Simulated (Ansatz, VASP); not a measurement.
**TePb in VASP and in Ansatz**

The input INCAR:

```
  PREC = Accurate
  ENCUT = 520
  EDIFF = 1E-6
  ISMEAR = 0
  SIGMA = 0.05
  LREAL = False
  LASPH = True
  NELM = 60
  ALGO = Normal
  ISIF = 2
  LWAVE = False
  LCHARG = False
  GGA = PE
  NBANDS = 17
```

File KPOINTS:

```
regular mesh
0
Gamma
  8 8 8
```

File POSCAR:

```
TePb
1.0
    0.0000000000      3.6223673787      2.5610137367
    3.6223673787      0.0000000000      2.5610137367
    3.6223673787      3.6223673787      0.0000000000
Te Pb
1 1
Direct
    0.5000000000      0.5000000000      0.5000000000
    0.0000000000      0.0000000000      0.0000000000
```

Input for Ansatz:

```yaml
crystal:
  lattice:
    - [0.0, 3.6223673787, 2.5610137367]
    - [3.6223673787, 0.0, 2.5610137367]
    - [3.6223673787, 3.6223673787, 0.0]
  atoms:
    - { symbol: Te, position: [0.5, 0.5, 0.5] }
    - { symbol: Pb, position: [0.0, 0.0, 0.0] }
basis:
  ecutwfc: 420
kpoints:
  mp_grid: { grid: [8, 8, 8] }
hamiltonian:
  xc: pbe
scf:
  occupations: { method: gaussian, width: 0.05 }
output:
  forces: true
  stress: true
  eigenvalues: true
```

Alike in both runs: task single point; functional PBE; k mesh 8 × 8 × 8; occupations gaussian, width 0.05 eV; no spin polarisation.

|  | VASP | Ansatz |
| --- | --- | --- |
| version | VASP 6.6.1 | Ansatz 0.2.0 |
| potentials or method | VASP PAW PBE potentials, release 64 (Te, Pb_d), cutoff 520 eV | scalar-relativistic, plane waves, PAW |
| valence electrons in the cell | 20 | 30 |

Ansatz gave:

```
gap on the k mesh at the Fermi level (eV)                     : none
pressure (GPa)                                                : 16.7
traceless stress, the component that is largest in VASP (GPa) : 36.58
```

Question: Which values does VASP return?

Answer: gap on the k mesh at the Fermi level (eV): none; pressure (GPa): 16.5; traceless stress, the component that is largest in VASP (GPa): 36.23.

A gap of «none» marks a metal or a gap that the smearing closes. The functional is the same, so the differences come from potentials, cutoffs and numerics. VASP's potentials hold 20 valence electrons a cell and Ansatz's 30, so a difference there can come from the potentials and not from the codes.

Spin-orbit coupling is off throughout.
